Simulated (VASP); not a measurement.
A run of VASP 6.6.1 is set up as follows.

INCAR

```
ALGO = Normal
EDIFF = 1E-7
ENCUT = 520
GGA = PE
ISIF = 2
ISMEAR = 0
LASPH = True
LCHARG = False
LREAL = False
LWAVE = False
NBANDS = 12
NELM = 60
PREC = Accurate
SIGMA = 0.05
```

File KPOINTS:

```
k-points
0
Gamma
  10 10 10
```

Contents of POSCAR:

```
LiF
1.0
    0.0000000000      2.0140000000      2.0140000000
    2.0140000000      0.0000000000      2.0140000000
    2.0140000000      2.0140000000      0.0000000000
Li F
1 1
Direct
    0.1117179742     -0.1117179742     -0.1117179742
    0.5000000000      0.5000000000      0.5000000000
```

Potentials or basis: VASP PAW PBE potentials, release 64 (Li_sv, F).

Command:

```bash
$ cat potpaw_PBE.64/Li_sv/POTCAR potpaw_PBE.64/F/POTCAR > POTCAR
$ mpirun -np 1 vasp_std > vasp.out
```

Estimate the largest force.

2.709 eV/Å.

What does it give for the band gap on the k mesh?

8.79 eV, direct.

Forces in eV/Å, atoms in the order of the input:
```
Li   2.709  0.000  0.000
F   -2.709  0.000  0.000
```

Caveat: the cell differs from its parent crystal (atom 1 (Li) moved by (-0.450, +0.000) A along x and y); forces of over 1 eV/Å act on the atoms, so gaps and moduli don't describe the material at rest. A k mesh can miss the band edges.
